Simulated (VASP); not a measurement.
# Sr (P6_3/mmc) in VASP: a series of runs, part 2 of 3

VASP 6.6.1.

### Step 3. Single point, PBEsol (48.12 Å³/atom)

This run uses another cell than the first one, of 48.12 Å³/atom.

The input, INCAR:

```
SYSTEM = Sr
  ALGO = Normal
  EDIFF = 1E-6
  ENCUT = 520
  GGA = PS
  ISIF = 2
  ISMEAR = -1
  LASPH = .True.
  LCHARG = .False.
  LREAL = .False.
  LWAVE = .False.
  NBANDS = 28
  NELM = 80
  PREC = Accurate
  SIGMA = 0.1
```

The input, KPOINTS:

```
k-points
0
Gamma
  10 10 3
  0 0 0
```

The input, POSCAR:

```
Sr
1.0
    4.0799903579      0.0000000000      0.0000000000
   -2.0399951789      3.5333752972      0.0000000000
    0.0000000000      0.0000000000     13.3513682333
Sr
4
Direct
    1.0000000000      0.0000000000      1.0000000000
    1.0000000000      1.0000000000      0.5000000000
    0.3333333333      0.6666666667      0.2500000000
    0.6666666667      0.3333333333      0.7500000000
```

Potentials or basis: VASP PAW PBE potentials, release 64 (Sr_sv).

Launch:

```bash
$ cat potpaw_PBE.64/Sr_sv/POTCAR > POTCAR
$ mpirun -np 1 vasp_std > vasp.out
```

Wall time 66 s (1 thread of Intel Xeon 6975P-C (Granite Rapids), shared host); peak memory 0.33 GiB.

Results (log left out):

* Free energy: -7.3764 eV
* Pressure: 1.2 GPa
* Band gap on the k mesh: zero (bands 20 and 21 overlap by 0.06 eV)

Levels at points of the mesh, in eV from the Fermi level:
| k point | band 18 | band 19 | band 20 | band 21 | band 22 | band 23 |
| --- | --- | --- | --- | --- | --- | --- |
| (0.00, 0.00, 0.00) | -2.79 | -2.79 | -1.21 | 0.28 | 1.31 | 1.34 |
| (0.50, 0.00, 0.00) | -0.93 | -0.73 | -0.63 | 0.14 | 0.23 | 0.28 |

Caveat: the PAW data sets were made with another functional, which shifts forces and pressure a little.

### Step 4. Single point, PBEsol (50.21 Å³/atom)

This run uses another cell than the first one, of 50.21 Å³/atom.

The input, INCAR:

```
ALGO = Normal ; EDIFF = 1E-6
ENCUT = 520 ; GGA = PS
ISIF = 2 ; ISMEAR = -1
LASPH = True ; LCHARG = False
LREAL = False ; LWAVE = False
NBANDS = 28 ; NELM = 80
PREC = Accurate ; SIGMA = 0.1
```

The input, KPOINTS:

```
k-points
0
Gamma
  10 10 3
```

The input, POSCAR:

```
Sr
1.0
    4.1382838102      0.0000000000      0.0000000000
   -2.0691419051      3.5838589078      0.0000000000
    0.0000000000      0.0000000000     13.5421278378
Sr
4
Direct
    1.0000000000      0.0000000000      1.0000000000
    1.0000000000      1.0000000000      0.5000000000
    0.3333333333      0.6666666667      0.2500000000
    0.6666666667      0.3333333333      0.7500000000
```

Potentials or basis: VASP PAW PBE potentials, release 64 (Sr_sv).

Launch:

```bash
$ cat potpaw_PBE.64/Sr_sv/POTCAR > POTCAR
$ mpirun -np 1 vasp_std > vasp.out
```

OUTCAR:

```text
EDIFF = 1E-6
   ENCUT = 520
   GGA = PS
   ISIF = 2
   ISMEAR = -1
   LASPH = True
   LREAL = False
   NELM = 80
   PREC = Accurate

 ion  position               nearest neighbor table
   1  0.000  0.000  0.000-   3 4.14   4 4.14   4 4.14   3 4.14   4 4.14   3 4.14
   2  0.000  0.000  0.500-   3 4.14   4 4.14   4 4.14   3 4.14   4 4.14   3 4.14
   3  0.333  0.667  0.250-   1 4.14   2 4.14   1 4.14   2 4.14   1 4.14   2 4.14
   4  0.667  0.333  0.750-   1 4.14   2 4.14   1 4.14   2 4.14   1 4.14   2 4.14

  LATTYP: Found a hexagonal cell.
 ALAT       =     4.1382838102
 C/A-ratio  =     3.2724019084

  Lattice vectors:

 A1 = (   4.1382838102,   0.0000000000,   0.0000000000)
 A2 = (  -2.0691419051,   3.5838589078,   0.0000000000)
 A3 = (   0.0000000000,   0.0000000000,  13.5421278378)

Analysis of symmetry for initial positions (statically):
=====================================================================
 Subroutine PRICEL returns:
 Original cell was already a primitive cell.

 Routine SETGRP: Setting up the symmetry group for a
 hexagonal supercell.

 Subroutine GETGRP returns: Found 24 space group operations
 (whereof 12 operations were pure point group operations)
 out of a pool of 24 trial point group operations.

The static configuration has the point symmetry D_3d.
 The point group associated with its full space group is D_6h.

Analysis of symmetry for dynamics (positions and initial velocities):
=====================================================================
 Subroutine PRICEL returns:
 Original cell was already a primitive cell.

 Routine SETGRP: Setting up the symmetry group for a
 hexagonal supercell.

 Subroutine GETGRP returns: Found 24 space group operations
 (whereof 12 operations were pure point group operations)
 out of a pool of 24 trial point group operations.

The dynamic configuration has the point symmetry D_3d.
 The point group associated with its full space group is D_6h.

[... 119 lines left out ...]
   IALGO  =     38    algorithm
   IMIX   =      4    mixing-type and parameters
     AMIX     =   0.40;   BMIX     =  1.00
     AMIX_MAG =   1.60;   BMIX_MAG =  1.00
  volume/ion in A,a.u.               =      50.21       338.84
  Fermi-wavevector in a.u.,A,eV,Ry     =   0.956039  1.806651 12.435861  0.914010
  Thomas-Fermi vector in A             =   2.084931
   LORBIT       =      0    0 simple, 1 ext, 2 COOP (PROOUT), +10 PAW based schemes
   GGA     = PS    functional components
   LHFCALC =     F    Hartree Fock is set to
   AEXX    =    0.0000 exact exchange contribution
   IVDW    =     0    specifies the selected vdW correction
   LEPSILON=     F    determine dielectric tensor
   LRPA    =     F    only Hartree local field effects (RPA)
 non-spin polarized calculation
  energy-cutoff  :      520.00
  volume of cell :      200.84
 maximum number of plane-waves:      5469
 NGX is ok and might be reduce to    32
   NGX = 15   NGY = 15   NGZ = 51

 number of electron      40.0000000 magnetization

 Free energy of the ion-electron system (eV)
  ---------------------------------------------------
  ext. energy  EPLUGINS =         0.00000000
  ---------------------------------------------------
  free energy    TOTEN  =        -7.42095637 eV

  energy without entropy =       -7.25028711  energy(sigma->0) =       -7.33562174

 E-fermi :   1.8019     XC(G=0):  -7.7188

 val. band max:        1.7990843578   @ k =   0.3000   0.3000   0.3333
 cond. band min:       1.8143493528   @ k =   0.3000   0.3000   0.0000
 fundamental gap:      0.0152649950
 Fermi energy:         1.8019123120

 k-point     1 :       0.0000    0.0000    0.0000
  band No.  band energies     occupation
      1     -34.5414      2.00000
      2     -34.5306      2.00000
      3     -34.5306      2.00000
      4     -34.5198      2.00000
      5     -16.6956      2.00000
      6     -16.5630      2.00000
[... 733 lines left out ...]
     27       3.3847      0.00000
     28       3.7163      0.00000

 [... further k-points ...]

------------------------ aborting loop because EDIFF is reached ----------------------------------------

  FORCE on cell =-STRESS in cart. coord.  units (eV):
  Direction    XX          YY          ZZ          XY          YZ          ZX
  --------------------------------------------------------------------------------------
  -------------------------------------------------------------------------------------
  Total        0.6634446      0.6634446      0.7158633     -0.0000000     -0.0000000      0.0000000
  in kB        5.2924545      5.2924545      5.7106109     -0.0000000     -0.0000000      0.0000000
  external PRESSURE =       5.4318400 kB  Pullay stress =       0.0000000 kB

 VOLUME and BASIS-vectors are now :
 -----------------------------------------------------------------------------
  energy-cutoff  :      520.00
  volume of cell :      200.84
      direct lattice vectors                 reciprocal lattice vectors
     4.138283810  0.000000000  0.000000000     0.241646065  0.139514421  0.000000000
    -2.069141905  3.583858908  0.000000000     0.000000000  0.279028842  0.000000000
     0.000000000  0.000000000 13.542127838     0.000000000  0.000000000  0.073843639

 POSITION                                       TOTAL-FORCE (eV/Angst)
 -----------------------------------------------------------------------------------
      0.00000      0.00000      0.00000         0.000000      0.000000      0.000000
      0.00000      0.00000      6.77106         0.000000      0.000000      0.000000
     -0.00000      2.38924      3.38553        -0.000000      0.000000     -0.000000
      2.06914      1.19462     10.15660         0.000000     -0.000000     -0.000000
 -----------------------------------------------------------------------------------
    total drift:                               -0.000000      0.000000      0.000000

  FREE ENERGIE OF THE ION-ELECTRON SYSTEM (eV)
  ---------------------------------------------------
  free  energy   TOTEN  =        -7.4209563694 eV

  energy  without entropy=       -7.2502871148  energy(sigma->0) =       -7.33562174
```

stdout:

```text
POSCAR found type information on POSCAR Sr
 POSCAR found :  1 types and       4 ions
 scaLAPACK will be used
 -----------------------------------------------------------------------------
|                                                                             |
|                                                                             |
|     You enforced a specific xc type in the INCAR file but a different       |
|     I HOPE YOU KNOW WHAT YOU ARE DOING!                                     |
|                                                                             |
 -----------------------------------------------------------------------------

 LDA part: xc-table for (Slater+PW92), standard interpolation
 POSCAR, INCAR and KPOINTS ok, starting setup
 FFT: planning ... GRIDC
 FFT: planning ... GRID_SOFT
 FFT: planning ... GRID
 WAVECAR not read
 entering main loop
```

Wall time 69 s (1 thread of Intel Xeon 6975P-C (Granite Rapids), shared host); peak memory 0.37 GiB.

What came out:

| Item | Value |
| --- | --- |
| Free energy | -7.4210 eV |
| Pressure | 0.5 GPa |
| Band gap on the k mesh | zero (bands 20 and 21 overlap by 0.07 eV) |

Levels at points of the mesh, in eV from the Fermi level:
```csv
k point,band 18,band 19,band 20,band 21,band 22,band 23
"(0.00, 0.00, 0.00)",-2.77,-2.77,-1.19,0.20,1.29,1.32
"(0.50, 0.00, 0.00)",-0.89,-0.74,-0.61,0.12,0.25,0.30
```

Caveat: the PAW data sets were made with another functional, which shifts forces and pressure a little.

(Part 2 of 3 ends here.)
